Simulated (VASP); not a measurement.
Write the native input for VASP 6.6.1 that does the following.

```yaml
Task: single point
Functional: PBEsol
Potentials_or_basis: VASP PAW PBE potentials, release 64 (Cd, H, O)
Cutoff: 520 eV
k_mesh: 6 × 6 × 4
Occupations: gaussian, width 0.01 eV
Spin: no spin polarisation
Dipole_correction: no
Further_INCAR_settings: ALGO = Normal; EDIFF = 1e-06; NBANDS = 21
```

The structure of CdH2O2 lies in POSCAR:

```
CdH2O2
1.0
    3.4680130281      0.0000000000      0.0000000000
   -1.7340065140      3.0033873839      0.0000000000
    0.0000000000      0.0000000000      4.5802286343
Cd H O
1 2 2
Direct
    0.0000000000      0.0000000000      0.0000000000
    0.6666666667      0.3333333333      0.5509607200
    0.3333333333      0.6666666667      0.4490392800
    0.6666666667      0.3333333333      0.7593720000
    0.3333333333      0.6666666667      0.2406280000
```

One way to write it, as run:

INCAR

```
ALGO = Normal
EDIFF = 1E-6
ENCUT = 520
GGA = PS
ISIF = 2
ISMEAR = 0
LASPH = True
LCHARG = False
LREAL = False
LWAVE = False
NBANDS = 21
NELM = 100
PREC = Accurate
SIGMA = 0.01
```

KPOINTS

```
k-points
0
Gamma
  6 6 4
```

Potentials or basis: VASP PAW PBE potentials, release 64 (Cd, H, O).

The run is started by

```bash
$ cat potpaw_PBE.64/Cd/POTCAR potpaw_PBE.64/H/POTCAR potpaw_PBE.64/O/POTCAR > POTCAR
$ mpirun -np 1 vasp_std > vasp.out
```

Results of the run:

The pressure is 5.5 GPa and the largest force is 1.306 eV/Å. The band gap on the k mesh is 1.71 eV, indirect (least direct gap 2.06 eV).

Caveat: the PAW data sets were made with another functional, which shifts forces and pressure a little.

Run time: 15 s on 1 thread of Intel(R) Xeon(R) Platinum 8488C (Sapphire Rapids) (shared host), peak memory 0.18 GiB.
